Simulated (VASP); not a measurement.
# WC (Fm-3m) in VASP: a series of runs

Runs on WC. Level: LDA. Tasks: single point.

Everything below comes from runs of VASP 6.6.1. Logs are shortened: lines on timing, memory, paths and dates and some standing lists are left out, and cuts for length are marked.

### Step 1. The cell of the first run

The structure is cubic, space group Fm-3m (No. 225). The conventional cell has a = 4.385 Å, b = 4.385 Å, c = 4.385 Å, α = 90.00°, β = 90.00°, γ = 90.00°. W (site symmetry m-3m) has 6 C at 2.19 Å within 2.9 Å. Within 2.9 Å of C (site symmetry m-3m) lie 6 W at 2.19 Å.

### Step 2. Single point, LDA

File INCAR:

```
SYSTEM = WC
PREC     = Accurate       ! precision mode
ENCUT    = 520            ! plane-wave cutoff, eV
EDIFF    = 1E-6           ! SCF threshold, eV
ISMEAR   = 1              ! smearing method
SIGMA    = 0.1            ! smearing width, eV
LREAL    = .FALSE.        ! projectors in reciprocal space
LASPH    = .TRUE.         ! aspherical terms in the spheres
NELM     = 60             ! most SCF steps
ALGO     = Normal         ! electronic algorithm
ISIF     = 2              ! what is computed and relaxed
LWAVE    = .FALSE.        ! write WAVECAR
LCHARG   = .TRUE.         ! write CHGCAR
GGA      = CA             ! functional
LELF     = .TRUE.         ! ELF
LVHAR    = .TRUE.       
NBANDS   = 16             ! bands
```

File KPOINTS:

```
regular mesh
0
G
  5 5 5
  0 0 0
```

File POSCAR:

```
WC
1.0
    0.0000000000      2.1926840000      2.1926840000
    2.1926840000      0.0000000000      2.1926840000
    2.1926840000      2.1926840000      0.0000000000
W C
1 1
Direct
    0.0000000000      0.0000000000      0.0000000000
    0.5000000000      0.5000000000      0.5000000000
```

Potentials or basis: VASP PAW LDA potentials, release 64 (W_sv, C).

Launch:

```
$ cat potpaw_LDA.64/W_sv/POTCAR potpaw_LDA.64/C/POTCAR > POTCAR
$ mpirun -np 1 vasp_std > vasp.out
```

OUTCAR:

```text
SYSTEM = WC
   PREC = Accurate
   ENCUT = 520
   EDIFF = 1E-6
   ISMEAR = 1
   LREAL = .FALSE.
   LASPH = .TRUE.
   NELM = 60
   ISIF = 2
   GGA = CA

 ion  position               nearest neighbor table
   1  0.000  0.000  0.000-   2 2.19   2 2.19   2 2.19   2 2.19   2 2.19   2 2.19
   2  0.500  0.500  0.500-   1 2.19   1 2.19   1 2.19   1 2.19   1 2.19   1 2.19

  LATTYP: Found a face centered cubic cell.
 ALAT       =     4.3853680000

  Lattice vectors:

 A1 = (   0.0000000000,   2.1926840000,   2.1926840000)
 A2 = (   2.1926840000,   0.0000000000,   2.1926840000)
 A3 = (   2.1926840000,   2.1926840000,   0.0000000000)

Analysis of symmetry for initial positions (statically):
=====================================================================
 Subroutine PRICEL returns:
 Original cell was already a primitive cell.

 Routine SETGRP: Setting up the symmetry group for a
 face centered cubic supercell.

 Subroutine GETGRP returns: Found 48 space group operations
 (whereof 48 operations were pure point group operations)
 out of a pool of 48 trial point group operations.

The static configuration has the point symmetry O_h .

Analysis of symmetry for dynamics (positions and initial velocities):
=====================================================================
 Subroutine PRICEL returns:
 Original cell was already a primitive cell.

 Routine SETGRP: Setting up the symmetry group for a
 face centered cubic supercell.

 Subroutine GETGRP returns: Found 48 space group operations
 (whereof 48 operations were pure point group operations)
 out of a pool of 48 trial point group operations.

The dynamic configuration has the point symmetry O_h .

 Subroutine INISYM returns: Found 48 space group operations
 (whereof 48 operations are pure point group operations),
 and found     1 'primitive' translations

----------------------------------------------------------------------------------------

                                     Primitive cell

  volume of cell :      21.0842

  direct lattice vectors                    reciprocal lattice vectors
     0.000000000  2.192684000  2.192684000    -0.228031034  0.228031034  0.228031034
     2.192684000  0.000000000  2.192684000     0.228031034 -0.228031034  0.228031034
     2.192684000  2.192684000  0.000000000     0.228031034  0.228031034 -0.228031034

  length of vectors
     3.100923451  3.100923451  3.100923451     0.394961337  0.394961337  0.394961337

  position of ions in fractional coordinates (direct lattice)
     0.000000000  0.000000000  0.000000000
     0.500000000  0.500000000  0.500000000

  ion indices of the primitive-cell ions
   primitive index   ion index
                 1           1
                 2           2

----------------------------------------------------------------------------------------

 KPOINTS: regular mesh

Automatic generation of k-mesh.
 Grid dimensions read from file:
 generate k-points for:    5    5    5

 Generating k-lattice:

  Cartesian coordinates                     Fractional coordinates (reciprocal lattice)
    -0.045606207  0.045606207  0.045606207     0.200000000  0.000000000  0.000000000
     0.045606207 -0.045606207  0.045606207     0.000000000  0.200000000  0.000000000
     0.045606207  0.045606207 -0.045606207     0.000000000  0.000000000  0.200000000

  Length of vectors
     0.078992267  0.078992267  0.078992267

  Shift w.r.t. Gamma in fractional coordinates (k-lattice)
     0.000000000  0.000000000  0.000000000

 Subroutine IBZKPT returns following result:
 ===========================================

 Found     10 irreducible k-points:

 Following reciprocal coordinates:
            Coordinates               Weight
  0.000000  0.000000  0.000000      1.000000
  0.200000  0.000000  0.000000      8.000000
  0.400000  0.000000  0.000000      8.000000
  0.200000  0.200000  0.000000      6.000000
  0.400000  0.200000  0.000000     24.000000
 -0.400000  0.200000  0.000000     24.000000
 -0.200000  0.200000  0.000000     12.000000
  0.400000  0.400000  0.000000      6.000000
 -0.400000  0.400000  0.000000     12.000000
 -0.400000  0.400000  0.200000     24.000000
   k-points           NKPTS =     10   k-points in BZ     NKDIM =     10   number of bands    NBANDS=     16
   number of dos      NEDOS =    301   number of ions     NIONS =      2
   total plane-waves  NPLWV =  13824
   dimension x,y,z NGX =    24 NGY =   24 NGZ =   24
   dimension x,y,z NGXF=    48 NGYF=   48 NGZF=   48
   ions per type =               1   1
   NGX,Y,Z   is equivalent  to a cutoff of  12.87, 12.87, 12.87 a.u.
   NGXF,Y,Z  is equivalent  to a cutoff of  25.73, 25.73, 25.73 a.u.
 SYSTEM =  WC
   PREC   = accura    normal or accurate (medium, high low for compatibility)
   ISTART =      0    job   : 0-new  1-cont  2-samecut
   ICHARG =      2    charge: 1-file 2-atom 10-const
   ISPIN  =      1    spin polarized calculation?
   LNONCOLLINEAR =      F non collinear calculations
   LSORBIT =      F    spin-orbit coupling
   LASPH  =      T    aspherical Exc in radial PAW
   ENCUT  =  520.0 eV  38.22 Ry    6.18 a.u.   5.77  5.77  5.77*2*pi/ulx,y,z
   NELM   =     60;   NELMIN=  2; NELMDL= -5     # of ELM steps
   EDIFF  = 0.1E-05   stopping-criterion for ELM
   LREAL  =      F    real-space projection
   EDIFFG = 0.1E-04   stopping-criterion for IOM
   NSW    =      0    number of steps for IOM
   IBRION =     -1    ionic relax: 0-MD 1-quasi-New 2-CG
   NFREE  =      0    steps in history (QN), initial steepest desc. (CG)
   ISIF   =      2    stress and relaxation
   ISYM   =      2    0-nonsym 1-usesym 2-fastsym
   POTIM  = 0.5000    time-step for ionic-motion
   TEBEG  =    0.0;   TEEND  =   0.0 temperature during run
   PSTRESS=    0.0 pullay stress
   NELECT =      18.0000    total number of electrons
   NUPDOWN=      -1.0000    fix difference up-down
   EMIN   =  10.00;   EMAX   =-10.00  energy-range for DOS
   EFERMI =   0.00;   METHOD = LEGACY
   ISMEAR =     1;   SIGMA  =   0.10  broadening in eV -4-tet -1-fermi 0-gaus
   EFERMI_NEDOS =   21; number of points for ismear=-14 and -15
   IALGO  =     38    algorithm
   IMIX   =      4    mixing-type and parameters
     AMIX     =   0.40;   BMIX     =  1.00
     AMIX_MAG =   1.60;   BMIX_MAG =  1.00
  volume/ion in A,a.u.               =      10.54        71.14
  Fermi-wavevector in a.u.,A,eV,Ry     =   1.553029  2.934800 32.815887  2.411900
  Thomas-Fermi vector in A             =   2.657319
   LORBIT       =      0    0 simple, 1 ext, 2 COOP (PROOUT), +10 PAW based schemes
   GGA     = CA    functional components
   LHFCALC =     F    Hartree Fock is set to
   AEXX    =    0.0000 exact exchange contribution
   IVDW    =     0    specifies the selected vdW correction
   LEPSILON=     F    determine dielectric tensor
   LRPA    =     F    only Hartree local field effects (RPA)
 non-spin polarized calculation
 Methfessel and Paxton  Order N= 1 SIGMA  =   0.10
  energy-cutoff  :      520.00
  volume of cell :       21.08
 maximum number of plane-waves:       572
   NGX = 11   NGY = 11   NGZ = 11

 number of electron      18.0000001 magnetization

 Free energy of the ion-electron system (eV)
  ---------------------------------------------------
  ext. energy  EPLUGINS =         0.00000000
  ---------------------------------------------------
  free energy    TOTEN  =       -23.80968344 eV

  energy without entropy =      -23.80619417  energy(sigma->0) =      -23.80852035

 E-fermi :  12.5744     XC(G=0): -13.8961

 val. band max:       12.0879622545   @ k =   0.2000   0.0000   0.0000
 cond. band min:      12.6046135102   @ k =  -0.4000   0.2000   0.0000
 fundamental gap:      0.5166512556
 Fermi energy:        12.5743500328

 k-point     1 :       0.0000    0.0000    0.0000
  band No.  band energies     occupation
      1     -62.7620      2.00000
      2     -27.0044      2.00000
      3     -27.0044      2.00000
      4     -27.0044      2.00000
      5      -3.2960      2.00000
      6       9.4870      2.00000
[... 8 lines left out ...]
     15      22.0087      0.00000
     16      35.6265      0.00000

 k-point     2 :       0.2000    0.0000    0.0000
  band No.  band energies     occupation
      1     -62.7490      2.00000
      2     -27.2156      2.00000
      3     -27.0275      2.00000
      4     -27.0275      2.00000
      5      -2.2202      2.00000
      6       7.0157      2.00000
[... 8 lines left out ...]
     15      24.0571      0.00000
     16      30.0374      0.00000

 k-point     3 :       0.4000    0.0000    0.0000
  band No.  band energies     occupation
      1     -62.7277      2.00000
      2     -27.5426      2.00000
      3     -27.0644      2.00000
      4     -27.0644      2.00000
      5       0.3342      2.00000
      6       3.6830      2.00000
[... 8 lines left out ...]
     15      25.2696      0.00000
     16      25.2696      0.00000

 k-point     4 :       0.2000    0.2000    0.0000
  band No.  band energies     occupation
      1     -62.7446      2.00000
      2     -27.1991      2.00000
      3     -27.0780      2.00000
      4     -27.0780      2.00000
      5      -2.0020      2.00000
      6       6.0290      2.00000
[... 8 lines left out ...]
     15      25.0679      0.00000
     16      29.3624      0.00000

 k-point     5 :       0.4000    0.2000    0.0000
  band No.  band energies     occupation
      1     -62.7261      2.00000
      2     -27.4376      2.00000
      3     -27.1444      2.00000
      4     -27.1234      2.00000
      5      -0.5023      2.00000
      6       4.6505      2.00000
[... 8 lines left out ...]
     15      23.5522      0.00000
     16      26.9439      0.00000

 k-point     6 :      -0.4000    0.2000    0.0000
  band No.  band energies     occupation
      1     -62.7190      2.00000
      2     -27.5160      2.00000
      3     -27.2208      2.00000
      4     -27.1015      2.00000
      5       0.6428      2.00000
      6       3.6176      2.00000
[... 8 lines left out ...]
     15      24.4752      0.00000
     16      25.3212      0.00000

 k-point     7 :      -0.2000    0.2000    0.0000
  band No.  band energies     occupation
      1     -62.7331      2.00000
      2     -27.3661      2.00000
      3     -27.1654      2.00000
      4     -27.0422      2.00000
      5      -0.7886      2.00000
      6       5.0533      2.00000
[... 8 lines left out ...]
     15      25.0583      0.00000
     16      25.6307      0.00000

 k-point     8 :       0.4000    0.4000    0.0000
  band No.  band energies     occupation
      1     -62.7163      2.00000
      2     -27.4910      2.00000
      3     -27.1959      2.00000
      4     -27.1959      2.00000
      5      -0.9912      2.00000
      6       6.0060      2.00000
[... 8 lines left out ...]
     15      24.4151      0.00000
     16      29.0853      0.00000

 k-point     9 :      -0.4000    0.4000    0.0000
  band No.  band energies     occupation
      1     -62.7119      2.00000
      2     -27.4789      2.00000
      3     -27.3058      2.00000
      4     -27.1826      2.00000
      5      -0.5260      2.00000
      6       5.8309      2.00000
[... 8 lines left out ...]
     15      23.9223      0.00000
     16      26.8639      0.00000

 k-point    10 :      -0.4000    0.4000    0.2000
  band No.  band energies     occupation
      1     -62.7146      2.00000
      2     -27.4405      2.00000
      3     -27.3052      2.00000
      4     -27.1747      2.00000
      5      -0.0870      2.00000
      6       5.1400      2.00000
[... 8 lines left out ...]
     15      23.9391      0.00000
     16      25.4350      0.00000

------------------------ aborting loop because EDIFF is reached ----------------------------------------

  FORCE on cell =-STRESS in cart. coord.  units (eV):
  Direction    XX          YY          ZZ          XY          YZ          ZX
  --------------------------------------------------------------------------------------
  -------------------------------------------------------------------------------------
  Total       -1.9051221     -1.9051221     -1.9051221     -0.0000000      0.0000000      0.0000000
  in kB     -144.7688928   -144.7688928   -144.7688928     -0.0000000      0.0000000      0.0000000
  external PRESSURE =    -144.7688928 kB  Pullay stress =       0.0000000 kB

 VOLUME and BASIS-vectors are now :
 -----------------------------------------------------------------------------
  energy-cutoff  :      520.00
  volume of cell :       21.08
      direct lattice vectors                 reciprocal lattice vectors
     0.000000000  2.192684000  2.192684000    -0.228031034  0.228031034  0.228031034
     2.192684000  0.000000000  2.192684000     0.228031034 -0.228031034  0.228031034
     2.192684000  2.192684000  0.000000000     0.228031034  0.228031034 -0.228031034

 POSITION                                       TOTAL-FORCE (eV/Angst)
 -----------------------------------------------------------------------------------
      0.00000      0.00000      0.00000         0.000000      0.000000      0.000000
      2.19268      2.19268      2.19268         0.000000      0.000000      0.000000
 -----------------------------------------------------------------------------------
    total drift:                                0.000000     -0.000000     -0.000000

  FREE ENERGIE OF THE ION-ELECTRON SYSTEM (eV)
  ---------------------------------------------------
  free  energy   TOTEN  =       -23.8096834379 eV

  energy  without entropy=      -23.8061941733  energy(sigma->0) =      -23.80852035
```

Wall time 3.4 s (1 thread of Intel Xeon Platinum 8259CL at 2.50GHz (Skylake/Cascade Lake), shared host); peak memory 0.13 GiB.

Results:

```yaml
Free_energy: -23.8097 eV
Pressure: -14.5 GPa
Band_gap_on_the_k_mesh: zero (band 9 reaches 12.77 eV, above the bottom of band 10 at 10.69 eV)
```

Caveat: the k points lie up to 0.50 Å⁻¹ apart; spin-orbit coupling is left out, which moves the levels of the heavy elements.

### Step 3. Single point, LDA

File INCAR:

```
SYSTEM = WC
PREC = Accurate
ENCUT = 520
EDIFF = 1E-6
ISMEAR = 1
SIGMA = 0.1
LREAL = .False.
LASPH = .True.
NELM = 60
ALGO = Normal
ISIF = 2
LWAVE = .False.
LCHARG = .False.
GGA = CA
NBANDS = 16
```

File KPOINTS:

```
regular mesh
0
Gamma
  7 7 7
  0 0 0
```

POSCAR is that of step 2.

Potentials or basis: VASP PAW LDA potentials, release 64 (W_sv, C).

Launch:

```
$ cat potpaw_LDA.64/W_sv/POTCAR potpaw_LDA.64/C/POTCAR > POTCAR
$ mpirun -np 1 vasp_std > vasp.out
```

Run time: 4.3 s. Hardware: 1 thread of Intel Xeon Platinum 8259CL at 2.50GHz (Skylake/Cascade Lake), shared host; peak memory 0.13 GiB.

The run converged. Its results:

```yaml
Free_energy: -23.7969 eV
Pressure: -14.2 GPa
Band_gap_on_the_k_mesh: zero (band 9 reaches 13.02 eV, above the bottom of band 10 at 10.29 eV)
```

Levels at points of the mesh, in eV from the Fermi level:
```tsv
k point	band 7	band 8	band 9	band 10	band 11	band 12
(0.00, 0.00, 0.00)	-2.48	-2.48	-0.72	-0.72	-0.72	-0.71
```

Caveat: spin-orbit coupling is left out, which moves the levels of the heavy elements.

(Continued in part 2 of 2.)
